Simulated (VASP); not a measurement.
Here is a VASP 6.6.1 calculation.

INCAR

```
PREC     = Accurate       # precision mode
ENCUT    = 520            # plane-wave cutoff, eV
EDIFF    = 1E-8           # SCF threshold, eV
ISMEAR   = -1             # smearing method
SIGMA    = 0.15           # smearing width, eV
LREAL    = False          # projectors in reciprocal space
LASPH    = True           # aspherical terms in the spheres
NELM     = 120            # most SCF steps
ALGO     = Normal         # electronic algorithm
ISIF     = 2              # what is computed and relaxed
LWAVE    = False          # write WAVECAR
LCHARG   = False          # write CHGCAR
LEFG     = True         
NBANDS   = 35             # bands
GGA_COMPAT= False
```

File KPOINTS:

```
Automatic mesh
0
Gamma
  12 12 4
```

POSCAR

```
SnSO
1.0
    3.4122194492      0.0000000000      0.0000000000
   -1.7061097246      2.9550687263      0.0000000000
    0.0000000000      0.0000000000     10.0974227168
Sn S O
2 2 2
Direct
    0.3333333333      0.6666666667      0.6042521566
    0.6666666667      0.3333333333      0.1042521566
    0.6666666667      0.3333333333      0.7552418796
    0.3333333333      0.6666666667      0.2552418796
    0.0000000000      0.0000000000      0.0155079638
    0.0000000000      0.0000000000      0.5155079638
```

Potentials or basis: VASP PAW LDA potentials, release 64 (Sn_d, S, O).

Run with:

```console
$ cat potpaw_LDA.64/Sn_d/POTCAR potpaw_LDA.64/S/POTCAR potpaw_LDA.64/O/POTCAR > POTCAR
$ mpirun -np 1 vasp_std > vasp.out
```

Question: Estimate the band gap on the k mesh.

Answer: Zero (filled and empty bands touch).

Question: What does it give for the largest force?

Answer: 0.063 eV/Å.

Question: What does it give for the pressure?

Answer: 0.2 GPa.

Electric field gradients, principal values (V/Å²):
| atom | least | middle | greatest (by size) |
| --- | --- | --- | --- |
| 1 Sn | -38.935 | -38.939 | 77.874 |
| 2 Sn | -38.935 | -38.939 | 77.874 |
| 3 S | -8.577 | -8.578 | 17.154 |
| 4 S | -8.577 | -8.578 | 17.154 |
| 5 O | 54.334 | 54.337 | -108.671 |
| 6 O | 54.334 | 54.337 | -108.671 |

Caveat: semilocal functionals underestimate gaps, so a narrow gap can read as zero; without QUAD_EFG the Cq values of the log hold for a quadrupole moment of 1 mb, not for the nuclei; spin-orbit coupling is left out, which moves the levels of the heavy elements.
